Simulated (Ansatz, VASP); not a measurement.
Bi: VASP beside Ansatz

INCAR

```
SYSTEM = Bi
  PREC = Accurate
  ENCUT = 520
  EDIFF = 1E-7
  ISMEAR = 1
  SIGMA = 1.0
  LREAL = .FALSE.
  LASPH = .TRUE.
  NELM = 80
  ALGO = Normal
  ISIF = 2
  LWAVE = .FALSE.
  LCHARG = .FALSE.
  GGA = PE
  NBANDS = 22
```

File KPOINTS:

```
Automatic mesh
0
G
  8 8 8
  0 0 0
```

The input POSCAR:

```
Bi
1.0
    2.2924582305      1.3235513765      4.0467531177
   -2.2924582305      1.3235513765      4.0467531177
    0.0000000000     -2.6471027530      4.0467531177
Bi
2
Direct
    0.2337113826      0.2337113826      0.2337113826
    0.7662886174      0.7662886174      0.7662886174
```

Input for Ansatz:

```yaml
crystal:
  lattice:
    - [2.2924582305, 1.3235513765, 4.0467531177]
    - [-2.2924582305, 1.3235513765, 4.0467531177]
    - [0.0, -2.647102753, 4.0467531177]
  atoms:
    - { symbol: Bi, position: [0.2337113826, 0.2337113826, 0.2337113826] }
    - { symbol: Bi, position: [0.7662886174, 0.7662886174, 0.7662886174] }
hamiltonian:
  xc: pbe
  pseudopotentials:
    kind: paw
    azcp:
      Bi: "pseudopotentials/Bi.paw.azcp"
basis:
  ecutwfc: 420
  fft_grid_basis: typed
kpoints:
  mp_grid: { grid: [8, 8, 8], shift: [0, 0, 0] }
magnetization:
  spin_polarized: false
scf:
  occupations: { method: cold, width: 1.0 }
  lower_state_search: "off"
output:
  stress: true
  write_density: true
  write_potential: true
  elf: true
  volumetric_format: npy
```

Alike in both runs: task single point; functional PBE; k mesh 8 × 8 × 8; no spin polarisation.

|  | VASP | Ansatz |
| --- | --- | --- |
| version | VASP 6.6.1 | Ansatz 0.2.0 |
| potentials or method | VASP PAW PBE potentials, release 64 (Bi_d), cutoff 520 eV | plane waves (420 eV) with PAW, scalar-relativistic |
| occupations | methfessel-paxton of order 1, width 1 eV | cold, width 1 eV |
| valence electrons in the cell | 30 | 30 |

```tsv
	VASP	Ansatz	Ansatz less VASP
pressure (GPa)	-0.3	-0.5	-0.20
traceless stress, the component that is largest in VASP (GPa)	0.13	0.28	+0.144
```

Spin-orbit coupling is off throughout.
